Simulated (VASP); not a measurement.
# In3GaAs4 (P-43m) in VASP: further runs

The runs below take In3GaAs4 through single point, relaxation of cell and atoms, with PBE.

All numbers are computed with VASP 6.6.1; they aren't measurements. Logs are shortened: lines on timing, memory, paths and dates and some standing lists are left out, and cuts for length are marked.

### 1 The cell of the first run

It takes space group P-43m (No. 215, cubic). The conventional cell has a = 6.088 Å, b = 6.088 Å, c = 6.088 Å, α = 90.00°, β = 90.00°, γ = 90.00°. In (site symmetry -42m) has 4 As at 2.67 Å within 3.5 Å. Ga (site symmetry -43m) has 4 As at 2.53 Å within 3.3 Å. Within 3.3 Å of As (site symmetry 3m) lie 1 Ga at 2.53 Å and 3 In at 2.67 Å.

### 2 Single point, PBE

The input, INCAR:

```
SYSTEM = In3GaAs4
PREC = Accurate
ENCUT = 520
EDIFF = 1E-6
ISMEAR = 0
SIGMA = 0.2
LREAL = .FALSE.
LASPH = .TRUE.
NELM = 60
ALGO = Normal
ISIF = 2
LWAVE = .FALSE.
LCHARG = .FALSE.
GGA = PE
NBANDS = 46
```

The input, KPOINTS:

```
Automatic mesh
0
G
  3 3 3
  0 0 0
```

The input, POSCAR:

```
In3GaAs4
1.0
    6.0876358999      0.0000000000      0.0000000000
    0.0000000000      6.0876358999      0.0000000000
    0.0000000000      0.0000000000      6.0876358999
In Ga As
3 1 4
Direct
    0.5000000000      0.0000000000      0.5000000000
    0.0000000000      0.5000000000      0.5000000000
    0.5000000000      0.5000000000      0.0000000000
    0.0000000000      0.0000000000      0.0000000000
    0.7599137859      0.7599137859      0.2400862141
    0.7599137859      0.2400862141      0.7599137859
    0.2400862141      0.7599137859      0.7599137859
    0.2400862141      0.2400862141      0.2400862141
```

Potentials or basis: VASP PAW PBE potentials, release 64 (In_d, Ga_d, As).

Command:

```
cat potpaw_PBE.64/In_d/POTCAR potpaw_PBE.64/Ga_d/POTCAR potpaw_PBE.64/As/POTCAR > POTCAR
mpirun -np 1 vasp_std > vasp.out
```

OUTCAR:

```text
SYSTEM = In3GaAs4
   PREC = Accurate
   ENCUT = 520
   EDIFF = 1E-6
   ISMEAR = 0
   LREAL = .FALSE.
   LASPH = .TRUE.
   NELM = 60
   ISIF = 2
   GGA = PE

 ion  position               nearest neighbor table
   1  0.500  0.000  0.500-   5 2.67   6 2.67   7 2.67   8 2.67
   2  0.000  0.500  0.500-   5 2.67   6 2.67   7 2.67   8 2.67
   3  0.500  0.500  0.000-   5 2.67   6 2.67   7 2.67   8 2.67
   4  0.000  0.000  0.000-   5 2.53   6 2.53   7 2.53   8 2.53
   5  0.760  0.760  0.240-   4 2.53   2 2.67   3 2.67   1 2.67
   6  0.760  0.240  0.760-   4 2.53   2 2.67   3 2.67   1 2.67
   7  0.240  0.760  0.760-   4 2.53   2 2.67   3 2.67   1 2.67
   8  0.240  0.240  0.240-   4 2.53   2 2.67   3 2.67   1 2.67

  LATTYP: Found a simple cubic cell.
 ALAT       =     6.0876358999

  Lattice vectors:

 A1 = (   6.0876358999,   0.0000000000,   0.0000000000)
 A2 = (   0.0000000000,   6.0876358999,   0.0000000000)
 A3 = (   0.0000000000,   0.0000000000,   6.0876358999)

Analysis of symmetry for initial positions (statically):
=====================================================================
 Subroutine PRICEL returns:
 Original cell was already a primitive cell.

 Routine SETGRP: Setting up the symmetry group for a
 simple cubic supercell.

 Subroutine GETGRP returns: Found 24 space group operations
 (whereof 24 operations were pure point group operations)
 out of a pool of 48 trial point group operations.

The static configuration has the point symmetry T_d .

Analysis of symmetry for dynamics (positions and initial velocities):
=====================================================================
 Subroutine PRICEL returns:
 Original cell was already a primitive cell.

 Routine SETGRP: Setting up the symmetry group for a
 simple cubic supercell.

 Subroutine GETGRP returns: Found 24 space group operations
 (whereof 24 operations were pure point group operations)
 out of a pool of 48 trial point group operations.

The dynamic configuration has the point symmetry T_d .

 Subroutine INISYM returns: Found 24 space group operations
 (whereof 24 operations are pure point group operations),
 and found     1 'primitive' translations

----------------------------------------------------------------------------------------

                                     Primitive cell

  volume of cell :     225.6036

  direct lattice vectors                    reciprocal lattice vectors
     6.087635900  0.000000000  0.000000000     0.164267380  0.000000000  0.000000000
     0.000000000  6.087635900  0.000000000     0.000000000  0.164267380  0.000000000
[... 85 lines left out ...]
   TEBEG  =    0.0;   TEEND  =   0.0 temperature during run
   PSTRESS=    0.0 pullay stress
   NELECT =      72.0000    total number of electrons
   NUPDOWN=      -1.0000    fix difference up-down
   EMIN   =  10.00;   EMAX   =-10.00  energy-range for DOS
   EFERMI =   0.00;   METHOD = LEGACY
   ISMEAR =     0;   SIGMA  =   0.20  broadening in eV -4-tet -1-fermi 0-gaus
   EFERMI_NEDOS =   21; number of points for ismear=-14 and -15
   IALGO  =     38    algorithm
   IMIX   =      4    mixing-type and parameters
     AMIX     =   0.40;   BMIX     =  1.00
     AMIX_MAG =   1.60;   BMIX_MAG =  1.00
  volume/ion in A,a.u.               =      28.20       190.31
  Fermi-wavevector in a.u.,A,eV,Ry     =   1.118760  2.114150 17.029382  1.251624
  Thomas-Fermi vector in A             =   2.255394
   LORBIT       =      0    0 simple, 1 ext, 2 COOP (PROOUT), +10 PAW based schemes
   GGA     = PE    functional components
   LHFCALC =     F    Hartree Fock is set to
   AEXX    =    0.0000 exact exchange contribution
   IVDW    =     0    specifies the selected vdW correction
   LEPSILON=     F    determine dielectric tensor
   LRPA    =     F    only Hartree local field effects (RPA)
 non-spin polarized calculation
 Gauss-broadening in eV      SIGMA  =   0.20
  energy-cutoff  :      520.00
  volume of cell :      225.60
 maximum number of plane-waves:      6110
 NGX is ok and might be reduce to    48
   NGX = 23   NGY = 23   NGZ = 23

 number of electron      72.0000027 magnetization

 Free energy of the ion-electron system (eV)
  ---------------------------------------------------
  ext. energy  EPLUGINS =         0.00000000
  ---------------------------------------------------
  free energy    TOTEN  =       -31.25422810 eV

  energy without entropy =      -31.24255637  energy(sigma->0) =      -31.24839223

 E-fermi :   3.8060     XC(G=0):  -8.9110

 val. band max:        3.7440551784   @ k =   0.0000   0.0000   0.0000
 cond. band min:       4.6474084182   @ k =   0.3333   0.3333   0.3333
 fundamental gap:      0.9033532398
 Fermi energy:         3.8059595092

 k-point     1 :       0.0000    0.0000    0.0000
  band No.  band energies     occupation
      1     -10.9877      2.00000
      2     -10.9877      2.00000
      3     -10.9877      2.00000
      4     -10.9228      2.00000
      5     -10.9228      2.00000
      6     -10.6211      2.00000
[... 185 lines left out ...]
     45       8.4077      0.00000
     46       9.2056      0.00000

------------------------ aborting loop because EDIFF is reached ----------------------------------------

  FORCE on cell =-STRESS in cart. coord.  units (eV):
  Direction    XX          YY          ZZ          XY          YZ          ZX
  --------------------------------------------------------------------------------------
  -------------------------------------------------------------------------------------
  Total       -0.0606446     -0.0606446     -0.0606446     -0.0000000     -0.0000000      0.0000000
  in kB       -0.4306823     -0.4306823     -0.4306823     -0.0000000     -0.0000000      0.0000000
  external PRESSURE =      -0.4306823 kB  Pullay stress =       0.0000000 kB

 VOLUME and BASIS-vectors are now :
 -----------------------------------------------------------------------------
  energy-cutoff  :      520.00
  volume of cell :      225.60
      direct lattice vectors                 reciprocal lattice vectors
     6.087635900  0.000000000  0.000000000     0.164267380  0.000000000  0.000000000
     0.000000000  6.087635900  0.000000000     0.000000000  0.164267380  0.000000000
     0.000000000  0.000000000  6.087635900     0.000000000  0.000000000  0.164267380

 POSITION                                       TOTAL-FORCE (eV/Angst)
 -----------------------------------------------------------------------------------
      3.04382      0.00000      3.04382        -0.000000     -0.000000      0.000000
      0.00000      3.04382      3.04382        -0.000000     -0.000000     -0.000000
      3.04382      3.04382      0.00000        -0.000000     -0.000000      0.000000
      0.00000      0.00000      0.00000        -0.000000     -0.000000     -0.000000
      4.62608      4.62608      1.46156         0.004850      0.004850     -0.004850
      4.62608      1.46156      4.62608         0.004850     -0.004850      0.004850
      1.46156      4.62608      4.62608        -0.004850      0.004850      0.004850
      1.46156      1.46156      1.46156        -0.004850     -0.004850     -0.004850
 -----------------------------------------------------------------------------------
    total drift:                                0.000000      0.000000      0.000000

  FREE ENERGIE OF THE ION-ELECTRON SYSTEM (eV)
  ---------------------------------------------------
  free  energy   TOTEN  =       -31.2542280968 eV

  energy  without entropy=      -31.2425563730  energy(sigma->0) =      -31.24839223
```

Wall time 1.8 min (1 thread of Intel Xeon 8259CL, shared host); peak memory 0.34 GiB.

Results:

- Free energy: -31.2542 eV
- Pressure: 0.0 GPa
- Largest force: 0.008 eV/Å
- Band gap on the k mesh: zero (filled and empty bands touch)

Forces in eV/Å, atoms in the order of the input:
```
In   0.000  0.000  0.000
In   0.000  0.000  0.000
In   0.000  0.000  0.000
Ga   0.000  0.000  0.000
As   0.005  0.005 -0.005
As   0.005 -0.005  0.005
As  -0.005  0.005  0.005
As  -0.005 -0.005 -0.005
```

Caveat: semilocal functionals underestimate gaps, and a narrow one can read as zero; spin-orbit coupling is left out, which moves the levels of the heavy elements.

### 3 Relaxation of cell and atoms, PBE

This run uses another cell than the first one, of 26.46 Å³/atom.

The input, INCAR:

```
SYSTEM = In3GaAs4
  ALGO = Normal
  EDIFF = 1E-6
  EDIFFG = -0.08
  ENCUT = 600
  GGA = PE
  IBRION = 2
  ISIF = 3
  ISMEAR = 0
  LASPH = .True.
  LCHARG = .False.
  LREAL = .False.
  LWAVE = .False.
  NELM = 80
  NSW = 36
  PREC = Accurate
  SIGMA = 0.2
```

The input, KPOINTS:

```
k-points
0
Gamma
  3 3 3
  0 0 0
```

The input, POSCAR:

```
In3GaAs4
1.0
    5.9600000000      0.0000000000      0.0000000000
    0.0000000000      5.9600000000      0.0000000000
    0.0000000000      0.0000000000      5.9600000000
In Ga As
3 1 4
Direct
    0.5000000000      0.0000000000      0.5000000000
    0.0000000000      0.5000000000      0.5000000000
    0.5000000000      0.5000000000      0.0000000000
    0.0000000000      0.0000000000      0.0000000000
    0.7610000000      0.7610000000      0.2390000000
    0.7610000000      0.2390000000      0.7610000000
    0.2390000000      0.7610000000      0.7610000000
    0.2390000000      0.2390000000      0.2390000000
```

Potentials or basis: VASP PAW PBE potentials, release 64 (In_d, Ga_d, As).

Command:

```
cat potpaw_PBE.64/In_d/POTCAR potpaw_PBE.64/Ga_d/POTCAR potpaw_PBE.64/As/POTCAR > POTCAR
mpirun -np 1 vasp_std > vasp.out
```

Wall time 4.8 min (1 thread of Intel Xeon 8259CL, shared host); peak memory 0.35 GiB.

Results (log left out):

```yaml
Free_energy: -31.2516 eV
Relaxed_volume: 28.17 Å³/atom
Relaxed_cell: a = 6.086 Å, b = 6.086 Å, c = 6.086 Å, α = 90.00°, β = 90.00°, γ = 90.00°
Space_group_after_relaxing_to_0.1_Å: P-43m (No. 215)
Energy_gained_by_relaxing: 18.6 meV/atom
Ionic_steps: 3
Pressure_after_relaxing: 0.0 GPa
Largest_force_after_relaxing: 0.076 eV/Å
Band_gap_on_the_k_mesh: zero (filled and empty bands touch)
```

Forces in eV/Å, atoms in the order of the input:
```
In   0.000  0.000  0.000
In   0.000  0.000  0.000
In   0.000  0.000  0.000
Ga   0.000  0.000  0.000
As  -0.044 -0.044  0.044
As  -0.044  0.044 -0.044
As   0.044 -0.044 -0.044
As   0.044  0.044  0.044
```

The path:
| step | energy change (eV) | largest force (eV/Å) | pressure (GPa) | volume (Å³) |
| --- | --- | --- | --- | --- |
| 1 | 0.0000 | 0.0658 | 3.68 | 211.71 |
| 2 | -0.1285 | 0.0794 | -1.17 | 230.91 |
| 3 | -0.1490 | 0.0762 | -0.01 | 225.38 |

Final structure:
```cif
data_structure
_symmetry_space_group_name_H-M 'P 1'
_symmetry_Int_Tables_number 1
_cell_length_a 6.0857
_cell_length_b 6.0857
_cell_length_c 6.0857
_cell_angle_alpha 90.000
_cell_angle_beta 90.000
_cell_angle_gamma 90.000
_cell_volume 225.38
loop_
_atom_site_label
_atom_site_type_symbol
_atom_site_fract_x
_atom_site_fract_y
_atom_site_fract_z
_atom_site_occupancy
In1 In 0.50000 0.00000 0.50000 1
In2 In 0.00000 0.50000 0.50000 1
In3 In 0.50000 0.50000 0.00000 1
Ga1 Ga 0.00000 0.00000 0.00000 1
As1 As 0.76078 0.76078 0.23922 1
As2 As 0.76078 0.23922 0.76078 1
As3 As 0.23922 0.76078 0.76078 1
As4 As 0.23922 0.23922 0.23922 1
```

Levels at points of the mesh, in eV from the Fermi level:
```tsv
k point	band 32	band 33	band 34	band 35	band 36	band 37	band 38	band 39	band 40	band 41
(0.00, 0.00, 0.00)	-2.14	-2.14	-0.53	-0.06	-0.06	-0.06	1.60	1.60	1.60	1.79
```

Caveat: semilocal functionals underestimate gaps, and a narrow one can read as zero; spin-orbit coupling is left out, which moves the levels of the heavy elements; the relaxation stopped at a loose force limit of 0.08 eV/Å, so its end isn't a converged minimum.

[end of part 1 of 2]

The gap in the log of VASP goes by the Fermi energy; the results here count the filled bands.